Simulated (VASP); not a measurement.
Here is a VASP 6.6.1 calculation.

Contents of INCAR:

```
SYSTEM = MgZn5O6
PREC     = Accurate       ! precision mode
ENCUT    = 600            ! plane-wave cutoff, eV
EDIFF    = 1E-6           ! SCF threshold, eV
ISMEAR   = 0              ! smearing method
SIGMA    = 0.02           ! smearing width, eV
LREAL    = .False.        ! projectors in reciprocal space
LASPH    = .True.         ! aspherical terms in the spheres
NELM     = 80             ! most SCF steps
ALGO     = Normal         ! electronic algorithm
ISIF     = 3              ! what is computed and relaxed
LWAVE    = .False.        ! write WAVECAR
LCHARG   = .False.        ! write CHGCAR
GGA      = PE             ! functional
IBRION   = 2              ! ionic algorithm
NSW      = 65             ! ionic steps
EDIFFG   = -0.01          ! ionic threshold
```

The input KPOINTS:

```
regular mesh
0
Gamma
  12 12 2
  0 0 0
```

The input POSCAR:

```
MgZn5O6
1.0
    3.3263189113      0.0000000000      0.0000000000
   -1.6631594556      2.8806766782      0.0000000000
    0.0000000000      0.0000000000     15.4064048694
Mg Zn O
1 5 6
Direct
    0.3333333333      0.6666666667      0.0020610813
    0.6666666667      0.3333333333      0.1687277480
    0.3333333333      0.6666666667      0.3353944147
    0.6666666667      0.3333333333      0.5020610813
    0.3333333333      0.6666666667      0.6687277480
    0.6666666667      0.3333333333      0.8353944147
    0.3333333333      0.6666666667      0.1328055853
    0.6666666667      0.3333333333      0.2994722520
    0.3333333333      0.6666666667      0.4661389187
    0.6666666667      0.3333333333      0.6328055853
    0.3333333333      0.6666666667      0.7994722520
    0.6666666667      0.3333333333      0.9661389187
```

Potentials or basis: VASP PAW PBE potentials, release 64 (Mg, Zn, O).

The run is started by

```sh
$ cat potpaw_PBE.64/Mg/POTCAR potpaw_PBE.64/Zn/POTCAR potpaw_PBE.64/O/POTCAR > POTCAR
$ mpirun -np 1 vasp_std > vasp.out
```

(1) Estimate the relaxed volume.

(2) Predict the space group after relaxing (to 0.1 Å).

## Answers

(1) 12.35 Å³/atom.

(2) P3m1 (No. 156).
